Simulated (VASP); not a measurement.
Write the native input for VASP 6.6.1 that does the following.

```yaml
Task: single point
Functional: PBE
Potentials_or_basis: VASP PAW PBE potentials, release 64 (Si, Zr_sv)
Cutoff: 520 eV
k_mesh: 1 × 1 × 1, shifted
Occupations: fermi-dirac, width 0.218 eV
Spin: no spin polarisation
Dipole_correction: no
Further_INCAR_settings: LREAL = Auto; ALGO = Normal; EDIFF = 1e-06; NBANDS = 54; ISYM = 0
```

The structure of ZrSi7 lies in POSCAR:

```
ZrSi7
1.0
    6.3834610000      0.2107420000      0.1575520000
    0.2107420000      6.5561630000     -0.0013120000
    0.1575520000     -0.0013120000      6.4400080000
Si Zr
14 2
Direct
    0.5692017648      0.6492009869      0.7753111293
    0.8010923359      0.3093200026      0.2120100050
    0.9747177223      0.6228029599      0.4692716827
    1.0334944361      0.1352162014      0.8918759555
    0.2309833008      0.8606995290      0.5970191895
    0.3347145400      0.3235663551      0.5496773566
    0.5803114954      0.1480692871      0.8874897407
    0.8045862495      0.3517510020      0.6333994188
    0.7370041188      0.9306705627      0.5972794703
    0.0601306465      0.5123226344      0.8679513230
    0.0786066525      0.1133377224      0.3378851492
    0.4898560819      0.5586621274      0.4635817470
    0.3249706883      0.3815838235      0.1285959359
    0.5383271297      1.0905529166      0.3161715466
    0.7750602543      0.8463254908      1.1048908768
    0.2644050427      0.7915115708      1.0564955696
```

One way to write it, as run:

INCAR

```
SYSTEM = ZrSi7
  PREC = Accurate
  ENCUT = 520
  EDIFF = 1E-6
  ISMEAR = -1
  SIGMA = 0.218
  LREAL = Auto
  LASPH = .TRUE.
  NELM = 60
  ALGO = Normal
  ISIF = 2
  LWAVE = .FALSE.
  LCHARG = .FALSE.
  GGA = PE
  ISYM = 0
  NBANDS = 54
```

KPOINTS

```
Automatic mesh
0
Gamma
  1 1 1
  0.25 0.25 0.25
```

Potentials or basis: VASP PAW PBE potentials, release 64 (Si, Zr_sv).

The run is started by

```bash
$ cat potpaw_PBE.64/Si/POTCAR potpaw_PBE.64/Zr_sv/POTCAR > POTCAR
$ mpirun -np 1 vasp_std > vasp.out
```

It gave:

| Property | Result |
| --- | --- |
| Pressure | 2.4 GPa |
| Largest force | 7.743 eV/Å |
| Band gap on the k mesh | 0.28 eV |

Caveat: the k points lie up to 0.99 Å⁻¹ apart.

Run time: 26 s on 1 thread of Intel(R) Xeon(R) Platinum 8488C (Sapphire Rapids), with other jobs on the host, peak memory 0.31 GiB.
